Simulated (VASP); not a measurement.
# Ni (Fm-3m) in VASP: a series of runs, part 2 of 2

VASP 6.6.1. The steps go on from the part before.

### 3 Single point, r2SCAN, collinear spin, ferromagnetic start

Contents of POSCAR:

```
Ni
1.0
    0.0000000000      1.7380692641      1.7380692641
    1.7380692641      0.0000000000      1.7380692641
    1.7380692641      1.7380692641      0.0000000000
Ni
1
Direct
    0.0000000000      0.0000000000      0.0000000000
```

Contents of INCAR.step1:

```
SYSTEM = Ni
PREC     = Accurate       ! precision mode
ENCUT    = 520            ! plane-wave cutoff, eV
ISMEAR   = 1              ! smearing method
SIGMA    = 0.03           ! smearing width, eV
LREAL    = .FALSE.        ! projectors in reciprocal space
LASPH    = .TRUE.         ! aspherical terms in the spheres
NELM     = 150            ! most SCF steps
ISPIN    = 2              ! spin polarisation
MAGMOM   = 0.807          ! initial moments
LMAXMIX  = 4              ! l up to which the mixer works
NBANDS   = 15             ! bands
GGA      = PE             ! functional
ALGO     = Normal         ! electronic algorithm
EDIFF    = 1E-4           ! SCF threshold, eV
LWAVE    = .TRUE.         ! write WAVECAR
LCHARG   = .FALSE.        ! write CHGCAR
```

Contents of INCAR.step2:

```
SYSTEM = Ni
PREC     = Accurate       ! precision mode
ENCUT    = 520            ! plane-wave cutoff, eV
EDIFF    = 1E-6           ! SCF threshold, eV
ISMEAR   = 1              ! smearing method
SIGMA    = 0.03           ! smearing width, eV
LREAL    = .FALSE.        ! projectors in reciprocal space
LASPH    = .TRUE.         ! aspherical terms in the spheres
NELM     = 150            ! most SCF steps
ALGO     = Normal         ! electronic algorithm
ISIF     = 2              ! what is computed and relaxed
LWAVE    = .FALSE.        ! write WAVECAR
LCHARG   = .FALSE.        ! write CHGCAR
ISPIN    = 2              ! spin polarisation
MAGMOM   = 0.807          ! initial moments
LORBIT   = 11             ! projections on sites
LMAXMIX  = 4              ! l up to which the mixer works
METAGGA  = R2SCAN         ! meta-GGA
LMIXTAU  = .TRUE.       
NBANDS   = 15             ! bands
ISTART   = 1
```

Contents of KPOINTS:

```
Automatic mesh
0
G
  15 15 15
  0 0 0
```

Potentials or basis: VASP PAW PBE potentials, release 64 (Ni).

Launch:

```console
$ cat potpaw_PBE.64/Ni/POTCAR > POTCAR
$ cp INCAR.step1 INCAR
$ mpirun -np 1 vasp_std > vasp.out
$ cp INCAR.step2 INCAR
$ mpirun -np 1 vasp_std > vasp.out
```

OUTCAR:

```text
SYSTEM = Ni
   PREC = Accurate
   ENCUT = 520
   EDIFF = 1E-6
   ISMEAR = 1
   LREAL = .FALSE.
   LASPH = .TRUE.
   NELM = 150
   ISIF = 2
   ISPIN = 2
   LORBIT = 11
   METAGGA = R2SCAN
   ISTART = 1

 ion  position               nearest neighbor table
   1  0.000  0.000  0.000-

  LATTYP: Found a face centered cubic cell.
 ALAT       =     3.4761385282

  Lattice vectors:

 A1 = (   0.0000000000,   1.7380692641,   1.7380692641)
 A2 = (   1.7380692641,   0.0000000000,   1.7380692641)
 A3 = (   1.7380692641,   1.7380692641,   0.0000000000)

Analysis of symmetry for initial positions (statically):
=====================================================================
 Subroutine PRICEL returns:
 Original cell was already a primitive cell.

 Routine SETGRP: Setting up the symmetry group for a
 face centered cubic supercell.

 Subroutine GETGRP returns: Found 48 space group operations
 (whereof 48 operations were pure point group operations)
 out of a pool of 48 trial point group operations.

The static configuration has the point symmetry O_h .

Analysis of symmetry for dynamics (positions and initial velocities):
=====================================================================
 Subroutine PRICEL returns:
 Original cell was already a primitive cell.

 Routine SETGRP: Setting up the symmetry group for a
 face centered cubic supercell.

 Subroutine GETGRP returns: Found 48 space group operations
 (whereof 48 operations were pure point group operations)
 out of a pool of 48 trial point group operations.

The dynamic configuration has the point symmetry O_h .

Analysis of structural, dynamic, and magnetic symmetry:
=====================================================================
 Subroutine PRICEL returns:
 Original cell was already a primitive cell.

 Routine SETGRP: Setting up the symmetry group for a
 face centered cubic supercell.

 Subroutine GETGRP returns: Found 48 space group operations
 (whereof 48 operations were pure point group operations)
 out of a pool of 48 trial point group operations.

The overall configuration has the point symmetry O_h .

[... 154 lines left out ...]
  band No.  band energies     occupation
      1       0.1662      1.00000
      2       6.8290      1.00000
      3       6.8290      1.00000
      4       6.8290      1.00000
      5       8.1762      1.00000
      6       8.1762      1.00000
      7      34.6779      0.00000
      8      39.1212      0.00000
      9      39.1212      0.00000
     10      39.1216      0.00000
     11      41.8694      0.00000
     12      41.8694      0.00000
     13      41.8695      0.00000
     14      45.2192      0.00000
[... 403 lines left out ...]
      4       7.2370      1.00000
      5       7.8051      1.00000
      6       8.3575      1.00000
      7      30.5592      0.00000
      8      33.4214      0.00000
      9      33.6670      0.00000
     10      36.1548      0.00000
     11      41.2784      0.00000
     12      45.5124      0.00000
     13      47.3657      0.00000
     14      48.0270      0.00000
     15      51.8402      0.00000

 [... further k-points ...]

 spin component 2

 k-point     1 :       0.0000    0.0000    0.0000
  band No.  band energies     occupation
      1      -0.0841      1.00000
      2       8.0964      1.00000
      3       8.0964      1.00000
      4       8.0965      1.00000
      5       8.8782      1.00000
      6       8.8783      1.00000
      7      34.4263      0.00000
      8      39.2170      0.00000
      9      39.2171      0.00000
     10      39.2172      0.00000
     11      42.1498      0.00000
     12      42.1499      0.00000
     13      42.1499      0.00000
     14      45.2872      0.00000
[... 403 lines left out ...]
      4       8.4960      1.00000
      5       8.6624      1.00000
      6       9.1031      1.00000
      7      30.6689      0.00000
      8      33.6195      0.00000
      9      33.6671      0.00000
     10      36.2187      0.00000
     11      41.7207      0.00000
     12      45.6934      0.00000
     13      47.5298      0.00000
     14      48.2041      0.00000
     15      53.5075      0.00000

 [... further k-points ...]
[... 5 lines left out ...]
  --------------------------------------------------------------------------------------
  -------------------------------------------------------------------------------------
  Total        0.0169626      0.0169626      0.0169626     -0.0000000     -0.0000000      0.0000000
  in kB        2.5880435      2.5880435      2.5880435     -0.0000000     -0.0000000      0.0000000
  external PRESSURE =       2.5880435 kB  Pullay stress =       0.0000000 kB

 VOLUME and BASIS-vectors are now :
 -----------------------------------------------------------------------------
  energy-cutoff  :      520.00
  volume of cell :       10.50
      direct lattice vectors                 reciprocal lattice vectors
     0.000000000  1.738069264  1.738069264    -0.287675532  0.287675532  0.287675532
     1.738069264  0.000000000  1.738069264     0.287675532 -0.287675532  0.287675532
     1.738069264  1.738069264  0.000000000     0.287675532  0.287675532 -0.287675532

 POSITION                                       TOTAL-FORCE (eV/Angst)
 -----------------------------------------------------------------------------------
      0.00000      0.00000      0.00000         0.000000      0.000000      0.000000
 -----------------------------------------------------------------------------------
    total drift:                                0.000000     -0.000000     -0.000000

  FREE ENERGIE OF THE ION-ELECTRON SYSTEM (eV)
  ---------------------------------------------------
  free  energy   TOTEN  =       -11.9450263386 eV

  energy  without entropy=      -11.9450143536  energy(sigma->0) =      -11.94502234

 total charge

# of ion       s       p       d       tot
------------------------------------------
    1        0.528   0.550   8.333   9.412

 magnetization (x)

# of ion       s       p       d       tot
------------------------------------------
    1       -0.011  -0.043   0.756   0.702
```

It took 2 min on 1 thread of Intel Xeon Platinum 8259CL at 2.50GHz (Skylake/Cascade Lake), shared host; peak memory 0.14 GiB.

Results:

| Quantity | Value |
| --- | --- |
| Free energy | -11.9450 eV |
| Pressure | 0.3 GPa |
| Net moment | 0.68 μB per cell |
| Site moments | Ni +0.70 μB |
| Valence electrons inside the program's atomic spheres | Ni 9.41 |

Levels at points of the mesh, in eV from the Fermi level:
Spin up:
| k point | band 1 | band 2 | band 3 | band 4 | band 5 | band 6 | band 7 | band 8 | band 9 | band 10 |
| --- | --- | --- | --- | --- | --- | --- | --- | --- | --- | --- |
| (0.00, 0.00, 0.00) | -9.66 | -2.99 | -2.99 | -2.99 | -1.65 | -1.65 | 24.85 | 29.30 | 29.30 | 29.30 |
Spin down:
| k point | band 1 | band 2 | band 3 | band 4 | band 5 | band 6 | band 7 | band 8 | band 9 | band 10 |
| --- | --- | --- | --- | --- | --- | --- | --- | --- | --- | --- |
| (0.00, 0.00, 0.00) | -9.91 | -1.73 | -1.73 | -1.73 | -0.95 | -0.95 | 24.60 | 29.39 | 29.39 | 29.39 |

Caveat: the PAW data sets were made with another functional, which shifts forces and pressure a little.

### 4 Single point, r2SCAN, collinear spin, ferromagnetic start

POSCAR is that of step 3.

Contents of INCAR.step1:

```
PREC = Accurate ; ENCUT = 520
ISMEAR = 1 ; SIGMA = 0.1
LREAL = F ; LASPH = T
NELM = 150 ; ISPIN = 2
MAGMOM = 0.807 ; LMAXMIX = 4
NBANDS = 15 ; GGA = PE
ALGO = Normal ; EDIFF = 1E-4
LWAVE = T ; LCHARG = F
```

Contents of INCAR.step2:

```
PREC = Accurate ; ENCUT = 520
EDIFF = 1E-7 ; ISMEAR = 1
SIGMA = 0.1 ; LREAL = F
LASPH = T ; NELM = 150
ALGO = Normal ; ISIF = 2
LWAVE = F ; LCHARG = T
ISPIN = 2 ; MAGMOM = 0.807
LORBIT = 11 ; LMAXMIX = 4
METAGGA = R2SCAN ; LMIXTAU = T
LELF = T ; LVHAR = T
NBANDS = 15 ; ISTART = 1
```

Contents of KPOINTS:

```
Automatic mesh
0
Gamma
  15 15 15
```

Launch:

```console
$ cat potpaw_PBE.64/Ni/POTCAR > POTCAR
$ cp INCAR.step1 INCAR
$ mpirun -np 1 vasp_std > vasp.out
$ cp INCAR.step2 INCAR
$ mpirun -np 1 vasp_std > vasp.out
```

Wall time 2.4 min (1 thread of Intel Xeon Platinum 8259CL at 2.50GHz (Skylake/Cascade Lake), shared host); peak memory 0.15 GiB.

The run converged. Its results:

- Free energy: -11.9450 eV
- Pressure: 0.2 GPa
- Net moment: 0.69 μB per cell
- Site moments: Ni +0.71 μB
- Valence electrons inside the program's atomic spheres: Ni 9.41

Levels at points of the mesh, in eV from the Fermi level:
Spin up:
| k point | band 1 | band 2 | band 3 | band 4 | band 5 | band 6 | band 7 | band 8 | band 9 | band 10 |
| --- | --- | --- | --- | --- | --- | --- | --- | --- | --- | --- |
| (0.00, 0.00, 0.00) | -9.67 | -3.01 | -3.01 | -3.01 | -1.66 | -1.66 | 24.85 | 29.29 | 29.29 | 29.29 |
Spin down:
| k point | band 2 | band 3 | band 4 | band 5 | band 6 | band 7 | band 8 | band 9 |
| --- | --- | --- | --- | --- | --- | --- | --- | --- |
| (0.00, 0.00, 0.00) | -1.73 | -1.73 | -1.73 | -0.95 | -0.95 | 24.60 | 29.39 | 29.39 |

Caveat: the PAW data sets were made with another functional, which shifts forces and pressure a little.

### 5 Single point, r2SCAN, collinear spin, ferromagnetic start

POSCAR is that of step 4.

Contents of INCAR.step1:

```
  PREC = Accurate
  ENCUT = 520
  ISMEAR = 1
  SIGMA = 1.0
  LREAL = F
  LASPH = T
  NELM = 150
  ISPIN = 2
  MAGMOM = 0.807
  LMAXMIX = 4
  NBANDS = 15
  GGA = PE
  ALGO = Normal
  EDIFF = 1E-4
  LWAVE = T
  LCHARG = F
```

Contents of INCAR.step2:

```
  PREC = Accurate
  ENCUT = 520
  EDIFF = 1E-6
  ISMEAR = 1
  SIGMA = 1.0
  LREAL = F
  LASPH = T
  NELM = 150
  ALGO = Normal
  ISIF = 2
  LWAVE = F
  LCHARG = F
  ISPIN = 2
  MAGMOM = 0.807
  LORBIT = 11
  LMAXMIX = 4
  METAGGA = R2SCAN
  LMIXTAU = T
  NBANDS = 15
  ISTART = 1
```

KPOINTS is that of step 4.

Launch:

```console
$ cat potpaw_PBE.64/Ni/POTCAR > POTCAR
$ cp INCAR.step1 INCAR
$ mpirun -np 1 vasp_std > vasp.out
$ cp INCAR.step2 INCAR
$ mpirun -np 1 vasp_std > vasp.out
```

It took 2.8 min on 1 thread of Intel Xeon Platinum 8259CL at 2.50GHz (Skylake/Cascade Lake), shared host; peak memory 0.15 GiB.

Results (log left out):

| Quantity | Value |
| --- | --- |
| Free energy | -11.9427 eV |
| Pressure | 0.5 GPa |
| Net moment | 0.79 μB per cell |
| Site moments | Ni +0.81 μB |
| Valence electrons inside the program's atomic spheres | Ni 9.41 |

Levels at points of the mesh, in eV from the Fermi level:
Spin up:
```
           k point  band 3  band 4  band 5  band 6  band 7  band 8
(0.00, 0.00, 0.00)   -2.98   -2.98   -1.71   -1.71   24.92   29.33
```
Spin down:
| k point | band 2 | band 3 | band 4 | band 5 | band 6 | band 7 |
| --- | --- | --- | --- | --- | --- | --- |
| (0.00, 0.00, 0.00) | -1.63 | -1.63 | -1.63 | -0.75 | -0.75 | 24.66 |

Caveat: the PAW data sets were made with another functional, which shifts forces and pressure a little.

### 6 The runs side by side

| smearing | gap on the mesh (eV) | pressure (GPa) | moment (μB) |
| --- | --- | --- | --- |
| methfessel-paxton 0.01 eV | none | 0.3 | 0.68 |
| methfessel-paxton 0.03 eV | none | 0.3 | 0.68 |
| methfessel-paxton 0.1 eV | none | 0.2 | 0.69 |
| methfessel-paxton 1 eV | none | 0.5 | 0.79 |

Alike in all rows: task single point; level r2SCAN; potentials or basis VASP PAW PBE potentials, release 64 (Ni); spin collinear, ferromagnetic start; cell as given; k mesh 15 × 15 × 15; cutoff (eV) 520.

Every run on the cell as given and a fine mesh finds a metal.

Caveats: the PAW data sets were made with another functional, which shifts forces and pressure a little.

Total energies depend on the potentials used, so only differences within one code and one set of settings carry meaning.
